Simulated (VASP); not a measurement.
# WC (Fm-3m) in VASP: further runs

WC is run at these levels: BLYP+D3(BJ), PBEsol; tasks: single point.

All numbers are computed with VASP 6.6.1; they aren't measurements. Logs are shortened: lines on timing, memory, paths and dates and some standing lists are left out, and cuts for length are marked.

### Step 1. The cell of the first run

It takes space group Fm-3m (No. 225, cubic). Conventional cell: a = 4.365 Å, b = 4.365 Å, c = 4.365 Å, α = 90.00°, β = 90.00°, γ = 90.00°. W (site symmetry m-3m) has 6 C at 2.18 Å within 2.9 Å. Within 2.9 Å of C (site symmetry m-3m) lie 6 W at 2.18 Å.

### Step 2. Single point, BLYP+D3(BJ)

File INCAR:

```
PREC = Accurate
ENCUT = 520
EDIFF = 1E-6
ISMEAR = 1
SIGMA = 0.15
LREAL = F
LASPH = T
NELM = 60
ALGO = Normal
ISIF = 2
LWAVE = F
LCHARG = F
GGA = B5
ALDAX = 1.0
AGGAX = 1.0
AGGAC = 1.0
ALDAC = 0.0
IVDW = 12
VDW_S6 = 1.0
VDW_S8 = 2.6996
VDW_A1 = 0.4298
VDW_A2 = 4.2359
NBANDS = 16
```

File KPOINTS:

```
regular mesh
0
Gamma
  9 9 9
```

File POSCAR:

```
WC
1.0
    0.0000000000      2.1826833778      2.1826833778
    2.1826833778      0.0000000000      2.1826833778
    2.1826833778      2.1826833778      0.0000000000
W C
1 1
Direct
    0.0000000000      0.0000000000      0.0000000000
    0.5000000000      0.5000000000      0.5000000000
```

Potentials or basis: VASP PAW PBE potentials, release 64 (W_sv, C).

Started as:

```console
> cat potpaw_PBE.64/W_sv/POTCAR potpaw_PBE.64/C/POTCAR > POTCAR
> mpirun -np 1 vasp_std > vasp.out
```

OUTCAR:

```text
PREC = Accurate
   ENCUT = 520
   EDIFF = 1E-6
   ISMEAR = 1
   LREAL = F
   LASPH = T
   NELM = 60
   ISIF = 2
   GGA = B5
   IVDW = 12
 IVDW          = 12

 ion  position               nearest neighbor table
   1  0.000  0.000  0.000-   2 2.18   2 2.18   2 2.18   2 2.18   2 2.18   2 2.18
   2  0.500  0.500  0.500-   1 2.18   1 2.18   1 2.18   1 2.18   1 2.18   1 2.18

  LATTYP: Found a face centered cubic cell.
 ALAT       =     4.3653667556

  Lattice vectors:

 A1 = (   0.0000000000,   2.1826833778,   2.1826833778)
 A2 = (   2.1826833778,   0.0000000000,   2.1826833778)
 A3 = (   2.1826833778,   2.1826833778,   0.0000000000)

Analysis of symmetry for initial positions (statically):
=====================================================================
 Subroutine PRICEL returns:
 Original cell was already a primitive cell.

 Routine SETGRP: Setting up the symmetry group for a
 face centered cubic supercell.

 Subroutine GETGRP returns: Found 48 space group operations
 (whereof 48 operations were pure point group operations)
 out of a pool of 48 trial point group operations.

The static configuration has the point symmetry O_h .

Analysis of symmetry for dynamics (positions and initial velocities):
=====================================================================
 Subroutine PRICEL returns:
 Original cell was already a primitive cell.

 Routine SETGRP: Setting up the symmetry group for a
 face centered cubic supercell.

 Subroutine GETGRP returns: Found 48 space group operations
 (whereof 48 operations were pure point group operations)
 out of a pool of 48 trial point group operations.

The dynamic configuration has the point symmetry O_h .

 Subroutine INISYM returns: Found 48 space group operations
 (whereof 48 operations are pure point group operations),
 and found     1 'primitive' translations

----------------------------------------------------------------------------------------

                                     Primitive cell

  volume of cell :      20.7971

  direct lattice vectors                    reciprocal lattice vectors
     0.000000000  2.182683378  2.182683378    -0.229075827  0.229075827  0.229075827
     2.182683378  0.000000000  2.182683378     0.229075827 -0.229075827  0.229075827
     2.182683378  2.182683378  0.000000000     0.229075827  0.229075827 -0.229075827

  length of vectors
     3.086780435  3.086780435  3.086780435     0.396770971  0.396770971  0.396770971

  position of ions in fractional coordinates (direct lattice)
     0.000000000  0.000000000  0.000000000
     0.500000000  0.500000000  0.500000000

  ion indices of the primitive-cell ions
   primitive index   ion index
                 1           1
                 2           2

----------------------------------------------------------------------------------------

 KPOINTS: regular mesh

Automatic generation of k-mesh.
 Grid dimensions read from file:
 generate k-points for:    9    9    9

 Generating k-lattice:

  Cartesian coordinates                     Fractional coordinates (reciprocal lattice)
    -0.025452870  0.025452870  0.025452870     0.111111111  0.000000000  0.000000000
     0.025452870 -0.025452870  0.025452870     0.000000000  0.111111111  0.000000000
     0.025452870  0.025452870 -0.025452870     0.000000000  0.000000000  0.111111111

  Length of vectors
     0.044085663  0.044085663  0.044085663

  Shift w.r.t. Gamma in fractional coordinates (k-lattice)
     0.000000000  0.000000000  0.000000000

 Subroutine IBZKPT returns following result:
 ===========================================

 Found     35 irreducible k-points:

 Following reciprocal coordinates:
            Coordinates               Weight
  0.000000  0.000000  0.000000      1.000000
  0.111111  0.000000  0.000000      8.000000
  0.222222  0.000000  0.000000      8.000000
  0.333333  0.000000  0.000000      8.000000
  0.444444  0.000000  0.000000      8.000000
  0.111111  0.111111  0.000000      6.000000
[... 16 lines left out ...]
 -0.333333  0.333333  0.000000     12.000000
  0.444444  0.444444  0.000000      6.000000
 [... further k-points ...]
   k-points           NKPTS =     35   k-points in BZ     NKDIM =     35   number of bands    NBANDS=     16
   number of dos      NEDOS =    301   number of ions     NIONS =      2
   total plane-waves  NPLWV =  13824
   dimension x,y,z NGX =    24 NGY =   24 NGZ =   24
   dimension x,y,z NGXF=    48 NGYF=   48 NGZF=   48
   ions per type =               1   1
   NGX,Y,Z   is equivalent  to a cutoff of  12.93, 12.93, 12.93 a.u.
   NGXF,Y,Z  is equivalent  to a cutoff of  25.85, 25.85, 25.85 a.u.
 SYSTEM =  unknown system
   PREC   = accura    normal or accurate (medium, high low for compatibility)
   ISTART =      0    job   : 0-new  1-cont  2-samecut
   ICHARG =      2    charge: 1-file 2-atom 10-const
   ISPIN  =      1    spin polarized calculation?
   LNONCOLLINEAR =      F non collinear calculations
   LSORBIT =      F    spin-orbit coupling
   LASPH  =      T    aspherical Exc in radial PAW
   ENCUT  =  520.0 eV  38.22 Ry    6.18 a.u.   5.74  5.74  5.74*2*pi/ulx,y,z
   NELM   =     60;   NELMIN=  2; NELMDL= -5     # of ELM steps
   EDIFF  = 0.1E-05   stopping-criterion for ELM
   LREAL  =      F    real-space projection
   EDIFFG = 0.1E-04   stopping-criterion for IOM
   NSW    =      0    number of steps for IOM
   IBRION =     -1    ionic relax: 0-MD 1-quasi-New 2-CG
   NFREE  =      0    steps in history (QN), initial steepest desc. (CG)
   ISIF   =      2    stress and relaxation
   ISYM   =      2    0-nonsym 1-usesym 2-fastsym
   POTIM  = 0.5000    time-step for ionic-motion
   TEBEG  =    0.0;   TEEND  =   0.0 temperature during run
   PSTRESS=    0.0 pullay stress
   NELECT =      18.0000    total number of electrons
   NUPDOWN=      -1.0000    fix difference up-down
   EMIN   =  10.00;   EMAX   =-10.00  energy-range for DOS
   EFERMI =   0.00;   METHOD = LEGACY
   ISMEAR =     1;   SIGMA  =   0.15  broadening in eV -4-tet -1-fermi 0-gaus
   EFERMI_NEDOS =   21; number of points for ismear=-14 and -15
   IALGO  =     38    algorithm
   IMIX   =      4    mixing-type and parameters
     AMIX     =   0.40;   BMIX     =  1.00
     AMIX_MAG =   1.60;   BMIX_MAG =  1.00
  volume/ion in A,a.u.               =      10.40        70.17
  Fermi-wavevector in a.u.,A,eV,Ry     =   1.560145  2.948246 33.117288  2.434052
  Thomas-Fermi vector in A             =   2.663400
   LORBIT       =      0    0 simple, 1 ext, 2 COOP (PROOUT), +10 PAW based schemes
   GGA     = B5    functional components
   LHFCALC =     F    Hartree Fock is set to
   AEXX    =    0.0000 exact exchange contribution
   IVDW    =    12    specifies the selected vdW correction
   LEPSILON=     F    determine dielectric tensor
   LRPA    =     F    only Hartree local field effects (RPA)
 non-spin polarized calculation
 Methfessel and Paxton  Order N= 1 SIGMA  =   0.15
  energy-cutoff  :      520.00
  volume of cell :       20.80
 maximum number of plane-waves:       571
   NGX = 11   NGY = 11   NGZ = 11

 number of electron      18.0000000 magnetization

 Free energy of the ion-electron system (eV)
  ---------------------------------------------------
  ext. energy  EPLUGINS =         0.00000000
  ---------------------------------------------------
  free energy    TOTEN  =       -19.06691604 eV

  energy without entropy =      -19.06055661  energy(sigma->0) =      -19.06479623

 E-fermi :  13.0020     XC(G=0): -13.0824

 val. band max:       12.9649310523   @ k =   0.3333   0.0000   0.0000
 cond. band min:      13.0049216492   @ k =  -0.2222   0.1111   0.0000
 fundamental gap:      0.0399905968
 Fermi energy:        13.0020245546

 k-point     1 :       0.0000    0.0000    0.0000
  band No.  band energies     occupation
      1     -61.9151      2.00000
      2     -26.1702      2.00000
      3     -26.1702      2.00000
      4     -26.1702      2.00000
      5      -2.6320      2.00000
      6      10.3578      2.00000
[... 8 lines left out ...]
     15      23.3312      0.00000
     16      36.7781      0.00000

 k-point     2 :       0.1111    0.0000    0.0000
  band No.  band energies     occupation
      1     -61.9104      2.00000
      2     -26.2459      2.00000
      3     -26.1782      2.00000
      4     -26.1782      2.00000
      5      -2.2860      2.00000
      6       9.2776      2.00000
[... 8 lines left out ...]
     15      24.1058      0.00000
     16      33.8026      0.00000

 k-point     3 :       0.2222    0.0000    0.0000
  band No.  band energies     occupation
      1     -61.8984      2.00000
      2     -26.4337      2.00000
      3     -26.1986      2.00000
      4     -26.1986      2.00000
      5      -1.3237      2.00000
      6       7.4098      2.00000
[... 8 lines left out ...]
     15      25.5825      0.00000
     16      30.9766      0.00000

 k-point     4 :       0.3333    0.0000    0.0000
  band No.  band energies     occupation
      1     -61.8847      2.00000
      2     -26.6407      2.00000
      3     -26.2216      2.00000
      4     -26.2216      2.00000
      5       0.0564      2.00000
      6       5.5091      2.00000
[... 8 lines left out ...]
     15      26.2045      0.00000
     16      28.0469      0.00000
[... 324 lines left out ...]
 k-point    22 :      -0.4444    0.3333    0.0000
  band No.  band energies     occupation
      1     -61.8629      2.00000
      2     -26.6587      2.00000
      3     -26.4775      2.00000
      4     -26.3432      2.00000
      5       0.1590      2.00000
      6       6.3199      2.00000
[... 8 lines left out ...]
     15      24.8090      0.00000
     16      27.7916      0.00000

 k-point    23 :      -0.3333    0.3333    0.0000
  band No.  band energies     occupation
      1     -61.8643      2.00000
      2     -26.5842      2.00000
      3     -26.5680      2.00000
      4     -26.3051      2.00000
      5       0.6963      2.00000
      6       5.4113      2.00000
[... 8 lines left out ...]
     15      25.0666      0.00000
     16      25.6667      0.00000

 k-point    24 :       0.4444    0.4444    0.0000
  band No.  band energies     occupation
      1     -61.8625      2.00000
      2     -26.7110      2.00000
      3     -26.3843      2.00000
      4     -26.3843      2.00000
      5      -0.5113      2.00000
      6       7.3969      2.00000
[... 8 lines left out ...]
     15      25.3368      0.00000
     16      30.9050      0.00000

 [... further k-points ...]

------------------------ aborting loop because EDIFF is reached ----------------------------------------

 Edisp (eV)   -2.14483

 E8    (eV) :    -1.6114

  FORCE on cell =-STRESS in cart. coord.  units (eV):
  Direction    XX          YY          ZZ          XY          YZ          ZX
  --------------------------------------------------------------------------------------
  -------------------------------------------------------------------------------------
  Total       0.31044     0.31044     0.31044     0.00000     0.00000    -0.00000
  in kB      23.91579    23.91579    23.91579     0.00000     0.00000    -0.00000
  external pressure =       23.92 kB  Pullay stress =        0.00 kB

 VOLUME and BASIS-vectors are now :
 -----------------------------------------------------------------------------
  energy-cutoff  :      520.00
  volume of cell :       20.80
      direct lattice vectors                 reciprocal lattice vectors
     0.000000000  2.182683378  2.182683378    -0.229075827  0.229075827  0.229075827
     2.182683378  0.000000000  2.182683378     0.229075827 -0.229075827  0.229075827
     2.182683378  2.182683378  0.000000000     0.229075827  0.229075827 -0.229075827

 POSITION                                       TOTAL-FORCE (eV/Angst)
 -----------------------------------------------------------------------------------
      0.00000      0.00000      0.00000        -0.000000     -0.000000      0.000000
      2.18268      2.18268      2.18268         0.000000      0.000000     -0.000000
 -----------------------------------------------------------------------------------
    total drift:                                0.000000     -0.000000     -0.000000

  FREE ENERGIE OF THE ION-ELECTRON SYSTEM (eV)
  ---------------------------------------------------
  free  energy   TOTEN  =       -21.2117493721 eV

  energy  without entropy=      -21.2053899486  energy(sigma->0) =      -21.20962956
```

Run time: 17 s. Hardware: 1 thread of Intel Xeon 8259CL, shared host; peak memory 0.16 GiB.

Results:

| Property | Result |
| --- | --- |
| Free energy | -21.2117 eV |
| Pressure | 2.4 GPa |
| Band gap on the k mesh | zero (band 9 reaches 13.97 eV, above the bottom of band 10 at 10.98 eV) |
| Dispersion energy per atom | -1.072 eV |

Caveat: the PAW data sets were made with another functional, which shifts forces and pressure a little; spin-orbit coupling is left out, which moves the levels of the heavy elements; pairwise dispersion overbinds metals, which lowers pressure and volume.

### Step 3. Single point, PBEsol

This run uses another cell than the first one, of 10.27 Å³/atom, 0.987 times its volume.

File INCAR:

```
SYSTEM = WC
  ALGO = Normal
  EDIFF = 1E-6
  ENCUT = 520
  GGA = PS
  ISIF = 2
  ISMEAR = 1
  LASPH = .TRUE.
  LCHARG = .FALSE.
  LREAL = .FALSE.
  LWAVE = .FALSE.
  NBANDS = 16
  NELM = 100
  PREC = Accurate
  SIGMA = 0.15
```

File KPOINTS:

```
k-points
0
G
  9 9 9
  0 0 0
```

File POSCAR:

```
WC
1.0
    0.0000000000      2.1733717236      2.1733717236
    2.1733717236      0.0000000000      2.1733717236
    2.1733717236      2.1733717236      0.0000000000
W C
1 1
Direct
    0.0000000000      0.0000000000      0.0000000000
    0.5000000000      0.5000000000      0.5000000000
```

Potentials or basis: VASP PAW PBE potentials, release 64 (W_sv, C).

Started as:

```console
> cat potpaw_PBE.64/W_sv/POTCAR potpaw_PBE.64/C/POTCAR > POTCAR
> mpirun -np 1 vasp_std > vasp.out
```

It took 9.9 s on 1 thread of Intel Xeon 8259CL, shared host; peak memory 0.15 GiB.

Results (log left out):

```yaml
Free_energy: -22.9754 eV
Pressure: 1.1 GPa
Band_gap_on_the_k_mesh: zero (band 9 reaches 13.60 eV, above the bottom of band 10 at 10.47 eV)
```

Levels at points of the mesh, in eV from the Fermi level:
```tsv
k point	band 7	band 8	band 9	band 10	band 11	band 12
(0.00, 0.00, 0.00)	-2.75	-2.75	-0.98	-0.98	-0.98	-0.88
```

Caveat: the PAW data sets were made with another functional, which shifts forces and pressure a little; spin-orbit coupling is left out, which moves the levels of the heavy elements.
